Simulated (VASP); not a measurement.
# MgS in VASP: settings compared

The runs below take MgS through electric field gradients, with PBE, LDA, PBEsol, r2SCAN.

All numbers are computed with VASP 6.6.1; they aren't measurements. Logs are shortened: lines on timing, memory, paths and dates and some standing lists are left out, and cuts for length are marked.

### Step 1. The cell of the first run

It takes space group R3m (No. 160, trigonal). Conventional cell: a = 3.679 Å, b = 3.679 Å, c = 9.012 Å, α = 90.00°, β = 90.00°, γ = 120.00°. Within 3.3 Å of Mg (site symmetry 3m) lie 6 S at 2.53 to 2.67 Å. Within 3.3 Å of S (site symmetry 3m) lie 6 Mg at 2.53 to 2.67 Å.

### Step 2. Electric field gradients, PBE

Contents of INCAR:

```
PREC = Accurate
ENCUT = 520
EDIFF = 1E-8
ISMEAR = -1
SIGMA = 0.03
LREAL = F
LASPH = T
NELM = 60
ALGO = Normal
ISIF = 2
LWAVE = F
LCHARG = F
GGA = PE
LEFG = T
NBANDS = 11
```

Contents of KPOINTS:

```
Automatic mesh
0
Gamma
  10 10 10
```

Contents of POSCAR:

```
MgS
1.0
    0.0000000000      2.6016500000      2.6016500000
    2.6016500000      0.0000000000      2.6016500000
    2.6016500000      2.6016500000      0.0000000000
Mg S
1 1
Direct
    0.0133150116      0.0133150116      0.0133150116
    0.5000000000      0.5000000000      0.5000000000
```

Potentials or basis: VASP PAW PBE potentials, release 64 (Mg, S).

On the command line:

```console
cat potpaw_PBE.64/Mg/POTCAR potpaw_PBE.64/S/POTCAR > POTCAR
mpirun -np 1 vasp_std > vasp.out
```

OUTCAR:

```text
PREC = Accurate
   ENCUT = 520
   EDIFF = 1E-8
   ISMEAR = -1
   LREAL = F
   LASPH = T
   NELM = 60
   ISIF = 2
   GGA = PE

 ion  position               nearest neighbor table
   1  0.013  0.013  0.013-   2 2.53   2 2.53   2 2.53   2 2.67   2 2.67   2 2.67
   2  0.500  0.500  0.500-   1 2.53   1 2.53   1 2.53   1 2.67   1 2.67   1 2.67

  LATTYP: Found a face centered cubic cell.
 ALAT       =     5.2033000000

  Lattice vectors:

 A1 = (   0.0000000000,   2.6016500000,   2.6016500000)
 A2 = (   2.6016500000,   0.0000000000,   2.6016500000)
 A3 = (   2.6016500000,   2.6016500000,   0.0000000000)

Analysis of symmetry for initial positions (statically):
=====================================================================
 Subroutine PRICEL returns:
 Original cell was already a primitive cell.

 Routine SETGRP: Setting up the symmetry group for a
 face centered cubic supercell.

 Subroutine GETGRP returns: Found  6 space group operations
 (whereof  6 operations were pure point group operations)
 out of a pool of 48 trial point group operations.

The static configuration has the point symmetry C_3v.

Analysis of symmetry for dynamics (positions and initial velocities):
=====================================================================
 Subroutine PRICEL returns:
 Original cell was already a primitive cell.

 Routine SETGRP: Setting up the symmetry group for a
 face centered cubic supercell.

 Subroutine GETGRP returns: Found  6 space group operations
 (whereof  6 operations were pure point group operations)
 out of a pool of 48 trial point group operations.

The dynamic configuration has the point symmetry C_3v.

 Subroutine INISYM returns: Found  6 space group operations
 (whereof  6 operations are pure point group operations),
 and found     1 'primitive' translations

----------------------------------------------------------------------------------------

                                     Primitive cell

  volume of cell :      35.2190

  direct lattice vectors                    reciprocal lattice vectors
     0.000000000  2.601650000  2.601650000    -0.192185728  0.192185728  0.192185728
     2.601650000  0.000000000  2.601650000     0.192185728 -0.192185728  0.192185728
     2.601650000  2.601650000  0.000000000     0.192185728  0.192185728 -0.192185728

  length of vectors
     3.679288715  3.679288715  3.679288715     0.332875446  0.332875446  0.332875446

  position of ions in fractional coordinates (direct lattice)
     0.013315012  0.013315012  0.013315012
     0.500000000  0.500000000  0.500000000

  ion indices of the primitive-cell ions
   primitive index   ion index
                 1           1
                 2           2

----------------------------------------------------------------------------------------

 KPOINTS: Automatic mesh

Automatic generation of k-mesh.
 Grid dimensions read from file:
 generate k-points for:   10   10   10

 Generating k-lattice:

  Cartesian coordinates                     Fractional coordinates (reciprocal lattice)
    -0.019218573  0.019218573  0.019218573     0.100000000  0.000000000  0.000000000
     0.019218573 -0.019218573  0.019218573     0.000000000  0.100000000  0.000000000
     0.019218573  0.019218573 -0.019218573     0.000000000  0.000000000  0.100000000

  Length of vectors
     0.033287545  0.033287545  0.033287545

  Shift w.r.t. Gamma in fractional coordinates (k-lattice)
     0.000000000  0.000000000  0.000000000

 Subroutine IBZKPT returns following result:
 ===========================================

 Found    116 irreducible k-points:

 Following reciprocal coordinates:
            Coordinates               Weight
  0.000000  0.000000  0.000000      1.000000
  0.100000  0.000000  0.000000      6.000000
  0.100000  0.100000  0.100000      2.000000
  0.200000  0.000000  0.000000      6.000000
  0.200000  0.200000  0.200000      2.000000
  0.300000  0.000000  0.000000      6.000000
[... 16 lines left out ...]
  0.100000  0.100000 -0.400000      6.000000
  0.500000  0.400000  0.500000      6.000000
 [... further k-points ...]
   k-points           NKPTS =    116   k-points in BZ     NKDIM =    116   number of bands    NBANDS=     11
   number of dos      NEDOS =    301   number of ions     NIONS =      2
   total plane-waves  NPLWV =  21952
   dimension x,y,z NGX =    28 NGY =   28 NGZ =   28
   dimension x,y,z NGXF=    56 NGYF=   56 NGZF=   56
   ions per type =               1   1
   NGX,Y,Z   is equivalent  to a cutoff of  12.65, 12.65, 12.65 a.u.
   NGXF,Y,Z  is equivalent  to a cutoff of  25.30, 25.30, 25.30 a.u.
 SYSTEM =  unknown system
   PREC   = accura    normal or accurate (medium, high low for compatibility)
   ISTART =      0    job   : 0-new  1-cont  2-samecut
   ICHARG =      2    charge: 1-file 2-atom 10-const
   ISPIN  =      1    spin polarized calculation?
   LNONCOLLINEAR =      F non collinear calculations
   LSORBIT =      F    spin-orbit coupling
   LASPH  =      T    aspherical Exc in radial PAW
   ENCUT  =  520.0 eV  38.22 Ry    6.18 a.u.   6.84  6.84  6.84*2*pi/ulx,y,z
   NELM   =     60;   NELMIN=  2; NELMDL= -5     # of ELM steps
   EDIFF  = 0.1E-07   stopping-criterion for ELM
   LREAL  =      F    real-space projection
   EDIFFG = 0.1E-06   stopping-criterion for IOM
   NSW    =      0    number of steps for IOM
   IBRION =     -1    ionic relax: 0-MD 1-quasi-New 2-CG
   NFREE  =      0    steps in history (QN), initial steepest desc. (CG)
   ISIF   =      2    stress and relaxation
   ISYM   =      2    0-nonsym 1-usesym 2-fastsym
   POTIM  = 0.5000    time-step for ionic-motion
   TEBEG  =    0.0;   TEEND  =   0.0 temperature during run
   PSTRESS=    0.0 pullay stress
   NELECT =       8.0000    total number of electrons
   NUPDOWN=      -1.0000    fix difference up-down
   EMIN   =  10.00;   EMAX   =-10.00  energy-range for DOS
   EFERMI =   0.00;   METHOD = LEGACY
   ISMEAR =    -1;   SIGMA  =   0.03  broadening in eV -4-tet -1-fermi 0-gaus
   EFERMI_NEDOS =   21; number of points for ismear=-14 and -15
   IALGO  =     38    algorithm
   IMIX   =      4    mixing-type and parameters
     AMIX     =   0.40;   BMIX     =  1.00
     AMIX_MAG =   1.60;   BMIX_MAG =  1.00
  volume/ion in A,a.u.               =      17.61       118.83
  Fermi-wavevector in a.u.,A,eV,Ry     =   0.998878  1.887606 13.575323  0.997758
  Thomas-Fermi vector in A             =   2.131131
   LORBIT       =      0    0 simple, 1 ext, 2 COOP (PROOUT), +10 PAW based schemes
   GGA     = PE    functional components
   LHFCALC =     F    Hartree Fock is set to
   AEXX    =    0.0000 exact exchange contribution
   IVDW    =     0    specifies the selected vdW correction
   LEPSILON=     F    determine dielectric tensor
   LRPA    =     F    only Hartree local field effects (RPA)
 non-spin polarized calculation
  energy-cutoff  :      520.00
  volume of cell :       35.22
 maximum number of plane-waves:       962
   NGX = 13   NGY = 13   NGZ = 13

 number of electron       8.0000000 magnetization

 Free energy of the ion-electron system (eV)
  ---------------------------------------------------
  ext. energy  EPLUGINS =         0.00000000
  ---------------------------------------------------
  free energy    TOTEN  =        -8.48195628 eV

  energy without entropy =       -8.48195628  energy(sigma->0) =       -8.48195628

 E-fermi :   4.3151     XC(G=0):  -9.6844

 val. band max:        3.7304905913   @ k =   0.0000   0.0000   0.0000
 cond. band min:       6.5031249585   @ k =   0.5000   0.5000   0.0000
 fundamental gap:      2.7726343672
 Fermi energy:         4.3151155431

 k-point     1 :       0.0000    0.0000    0.0000
  band No.  band energies     occupation
      1      -8.9465      2.00000
      2       3.7065      2.00000
      3       3.7065      2.00000
      4       3.7305      2.00000
      5       7.4297      0.00000
      6      11.6727      0.00000
      7      11.6727      0.00000
      8      11.6936      0.00000
      9      14.1028      0.00000
     10      14.1028      0.00000
     11      16.2342      0.00000
[... 309 lines left out ...]
 k-point    24 :       0.5000    0.4000    0.5000
  band No.  band energies     occupation
      1      -7.6166      2.00000
      2      -0.9380      2.00000
      3       2.6854      2.00000
      4       2.9893      2.00000
      5       8.7655      0.00000
      6      10.1413      0.00000
      7      11.0061      0.00000
      8      13.9589      0.00000
      9      15.6197      0.00000
     10      17.5667      0.00000
     11      18.0524      0.00000

 [... further k-points ...]

------------------------ aborting loop because EDIFF is reached ----------------------------------------

  FORCE on cell =-STRESS in cart. coord.  units (eV):
  Direction    XX          YY          ZZ          XY          YZ          ZX
  --------------------------------------------------------------------------------------
  -------------------------------------------------------------------------------------
  Total        0.2947662      0.2947662      0.2947662     -0.0157953     -0.0157953     -0.0157953
  in kB       13.4094718     13.4094718     13.4094718     -0.7185592     -0.7185592     -0.7185592
  external PRESSURE =      13.4094718 kB  Pullay stress =       0.0000000 kB

 VOLUME and BASIS-vectors are now :
 -----------------------------------------------------------------------------
  energy-cutoff  :      520.00
  volume of cell :       35.22
      direct lattice vectors                 reciprocal lattice vectors
     0.000000000  2.601650000  2.601650000    -0.192185728  0.192185728  0.192185728
     2.601650000  0.000000000  2.601650000     0.192185728 -0.192185728  0.192185728
     2.601650000  2.601650000  0.000000000     0.192185728  0.192185728 -0.192185728

 POSITION                                       TOTAL-FORCE (eV/Angst)
 -----------------------------------------------------------------------------------
      0.06928      0.06928      0.06928        -0.193769     -0.193769     -0.193769
      2.60165      2.60165      2.60165         0.193769      0.193769      0.193769
 -----------------------------------------------------------------------------------
    total drift:                               -0.000025     -0.000025     -0.000025

  FREE ENERGIE OF THE ION-ELECTRON SYSTEM (eV)
  ---------------------------------------------------
  free  energy   TOTEN  =        -8.4819562768 eV

  energy  without entropy=       -8.4819562768  energy(sigma->0) =       -8.48195628

 Electric field gradients (V/A^2)
---------------------------------------------------------------------
 ion       V_xx      V_yy      V_zz      V_xy      V_xz      V_yz
---------------------------------------------------------------------
   1      -0.000     0.000    -0.000     0.537     0.537     0.537
   2      -0.000    -0.000     0.000    -0.037    -0.037    -0.037
---------------------------------------------------------------------

 Electric field gradients after diagonalization (V/A^2)
 (convention: |V_zz| > |V_xx| > |V_yy|)
----------------------------------------------------------------------
 ion       V_xx      V_yy      V_zz     asymmetry (V_yy - V_xx)/ V_zz
----------------------------------------------------------------------
   1      -0.537    -0.537     1.074       0.000
   2       0.037     0.037    -0.075       0.000
----------------------------------------------------------------------

           NMR quadrupolar parameters

 Cq : quadrupolar parameter    Cq=e*Q*V_zz/h
 eta: asymmetry parameters     (V_yy - V_xx)/ V_zz
 Q  : nuclear electric quadrupole moment in mb (millibarn)
----------------------------------------------------------------------
 ion       Cq(MHz)       eta       Q (mb)
----------------------------------------------------------------------
   1       0.003       0.000       1.000
   2      -0.000       0.000       1.000
----------------------------------------------------------------------
```

It took 26 s on 1 thread of Intel Xeon Platinum 8559C (Emerald Rapids), shared host; peak memory 0.18 GiB.

Results:

- Free energy: -8.4820 eV
- Pressure: 1.3 GPa
- Largest force: 0.336 eV/Å
- Band gap on the k mesh: 2.77 eV, indirect (least direct gap 3.70 eV)

Forces on the atoms (eV/Å):
```
Mg  -0.194 -0.194 -0.194
S    0.194  0.194  0.194
```

Levels at points of the mesh, in eV from the valence-band top:
| k point | band 2 | band 3 | band 4 | band 5 | band 6 | band 7 |
| --- | --- | --- | --- | --- | --- | --- |
| (0.00, 0.00, 0.00) | -0.02 | -0.02 | 0.00 | 3.70 | 7.94 | 7.94 |
| (0.50, 0.00, 0.00) | -4.84 | -0.61 | -0.59 | 4.54 | 6.92 | 6.92 |
| (0.50, 0.50, 0.50) | -4.82 | -0.61 | -0.61 | 4.55 | 6.90 | 6.90 |
| (0.50, 0.50, 0.00) | -4.20 | -1.70 | -1.68 | 2.77 | 4.39 | 11.99 |

Electric field gradients, principal values (V/Å²):
```tsv
atom	least	middle	greatest (by size)
1 Mg	-0.537	-0.537	1.074
2 S	0.037	0.037	-0.075
```

Caveat: without QUAD_EFG the Cq values of the log hold for a quadrupole moment of 1 mb, not for the nuclei.

### Step 3. Electric field gradients, LDA (functional lda, volume scaled by 0.96)

Contents of INCAR:

```
SYSTEM = MgS
PREC = Accurate
ENCUT = 520
EDIFF = 1E-8
ISMEAR = -1
SIGMA = 0.03
LREAL = .False.
LASPH = .True.
NELM = 100
ALGO = Normal
ISIF = 2
LWAVE = .False.
LCHARG = .False.
GGA = CA
LEFG = .True.
NBANDS = 11
```

Contents of KPOINTS:

```
regular mesh
0
Gamma
  10 10 10
  0 0 0
```

Contents of POSCAR:

```
MgS
1.0
    0.0000000000      2.5664882573      2.5664882573
    2.5664882573      0.0000000000      2.5664882573
    2.5664882573      2.5664882573      0.0000000000
Mg S
1 1
Direct
    0.0000000000      0.0000000000      0.0000000000
    0.5000000000      0.5000000000      0.5000000000
```

Potentials or basis: VASP PAW LDA potentials, release 64 (Mg, S).

On the command line:

```console
cat potpaw_LDA.64/Mg/POTCAR potpaw_LDA.64/S/POTCAR > POTCAR
mpirun -np 1 vasp_std > vasp.out
```

OUTCAR:

```text
SYSTEM = MgS
   PREC = Accurate
   ENCUT = 520
   EDIFF = 1E-8
   ISMEAR = -1
   LREAL = .False.
   LASPH = .True.
   NELM = 100
   ISIF = 2
   GGA = CA

 ion  position               nearest neighbor table
   1  0.000  0.000  0.000-   2 2.57   2 2.57   2 2.57   2 2.57   2 2.57   2 2.57
   2  0.500  0.500  0.500-   1 2.57   1 2.57   1 2.57   1 2.57   1 2.57   1 2.57

  LATTYP: Found a face centered cubic cell.
 ALAT       =     5.1329765146

  Lattice vectors:

 A1 = (   0.0000000000,   2.5664882573,   2.5664882573)
[... 548 lines left out ...]
  ---------------------------------------------------
  free  energy   TOTEN  =        -9.5920205416 eV

  energy  without entropy=       -9.5920205416  energy(sigma->0) =       -9.59202054

 Electric field gradients (V/A^2)
---------------------------------------------------------------------
 ion       V_xx      V_yy      V_zz      V_xy      V_xz      V_yz
---------------------------------------------------------------------
   1       0.000     0.000     0.000     0.000     0.000     0.000
   2       0.000     0.000     0.000    -0.000    -0.000    -0.000
---------------------------------------------------------------------

 Electric field gradients after diagonalization (V/A^2)
 (convention: |V_zz| > |V_xx| > |V_yy|)
----------------------------------------------------------------------
 ion       V_xx      V_yy      V_zz     asymmetry (V_yy - V_xx)/ V_zz
----------------------------------------------------------------------
   1      -0.000    -0.000     0.000       0.000
   2       0.000     0.000    -0.001       0.000
----------------------------------------------------------------------

           NMR quadrupolar parameters

 Cq : quadrupolar parameter    Cq=e*Q*V_zz/h
 eta: asymmetry parameters     (V_yy - V_xx)/ V_zz
 Q  : nuclear electric quadrupole moment in mb (millibarn)
----------------------------------------------------------------------
 ion       Cq(MHz)       eta       Q (mb)
----------------------------------------------------------------------
   1       0.000       0.000       1.000
   2      -0.000       0.000       1.000
----------------------------------------------------------------------
```

stdout:

```text
POSCAR found type information on POSCAR MgS
 POSCAR found :  2 types and       2 ions
 scaLAPACK will be used
 LDA part: xc-table for (Slater(with rela. corr.)+CA(PZ))
 , standard interpolation
 POSCAR, INCAR and KPOINTS ok, starting setup
 FFT: planning ... GRIDC
 FFT: planning ... GRID_SOFT
 FFT: planning ... GRID
 WAVECAR not read
 entering main loop
ion   1

ion   2
```

Run time: 22 s. Hardware: 1 thread of Intel Xeon Platinum 8259CL at 2.50GHz (Skylake/Cascade Lake), shared host; peak memory 0.15 GiB.

Results:

```
Free energy            : -9.5920 eV
Pressure               : -0.8 GPa
Band gap on the k mesh : 2.64 eV, indirect (least direct gap 3.82 eV)
```

Caveat: without QUAD_EFG the Cq values of the log hold for a quadrupole moment of 1 mb, not for the nuclei.

[end of part 1 of 2]
